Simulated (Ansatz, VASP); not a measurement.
Given: the input of a run of Ansatz 0.2.0 on V.

File input.yaml:

```yaml
crystal:
  lattice:
    - [-1.51435, 1.51435, 1.51435]
    - [1.51435, -1.51435, 1.51435]
    - [1.51435, 1.51435, -1.51435]
  atoms:
    - { symbol: V, position: [0.0, 0.0, 0.0], spin: 2.0 }
kpoints:
  mp_grid: { grid: [12, 12, 12] }
scf:
  occupations: { method: gaussian, width: 0.1 }
  mixing: { preconditioner: kerker_dos }
hamiltonian:
  xc: rpbe
  dispersion: d4
  pseudopotentials: { kind: all_electron, datasets: crystal }
magnetization:
  spin_polarized: true
output:
  forces: true
  stress: true
relax:
  f_tol: 0.01
  max_steps: 60
  cell: {}
```

Potentials or basis: all-electron PAW datasets made for the crystal.

Launch:

```bash
$ ansatz run input.yaml --threads 2 --pin off --max-ram 6144MiB --backend cpu --events-out ev --progress --plain --runs-dir out
```

Task: Set up the same calculation for VASP 6.6.1. Potentials there: VASP PAW PBE potentials, release 64 (V_sv).

Result: As run (the cutoff follows the program's own potentials):

File INCAR:

```
PREC = Accurate
ENCUT = 600
EDIFF = 1E-6
ISMEAR = 0
SIGMA = 0.1
LREAL = F
LASPH = T
NELM = 150
ALGO = Normal
ISIF = 3
LWAVE = F
LCHARG = F
ISPIN = 2
MAGMOM = 2
LORBIT = 11
LMAXMIX = 4
GGA = RP
IVDW = 13
IBRION = 2
NSW = 80
EDIFFG = -0.01
```

File KPOINTS:

```
regular mesh
0
Gamma
  12 12 12
```

File POSCAR:

```
V
1.0
   -1.5143500000      1.5143500000      1.5143500000
    1.5143500000     -1.5143500000      1.5143500000
    1.5143500000      1.5143500000     -1.5143500000
V
1
Direct
    0.0000000000      0.0000000000      0.0000000000
```

Potentials or basis: VASP PAW PBE potentials, release 64 (V_sv).

Run with:

```sh
$ cat potpaw_PBE.64/V_sv/POTCAR > POTCAR
$ mpirun -np 1 vasp_std > vasp.out
```

Both were run:

|  | VASP | Ansatz | Ansatz less VASP |
| --- | --- | --- | --- |
| gap on the k mesh at the Fermi level, each at its own relaxed structure (eV) | none | none | - |
| net moment per atom (μB) | 0.00 | 0.00 | 0.000 |
| relaxed volume (Å³/atom) | 13.27 | 13.25 | -0.024 |
| relaxed cell length with the largest relative difference (Å) | 2.583 | 2.582 | -0.0016 |

VASP's potentials were made for PBE, not for RPBE. A gap of «none» marks a metal or a gap that the smearing closes. Ansatz ran all-electron here, and VASP with PAW potentials.

Noted on Ansatz's run: the program listed the state as in doubt.
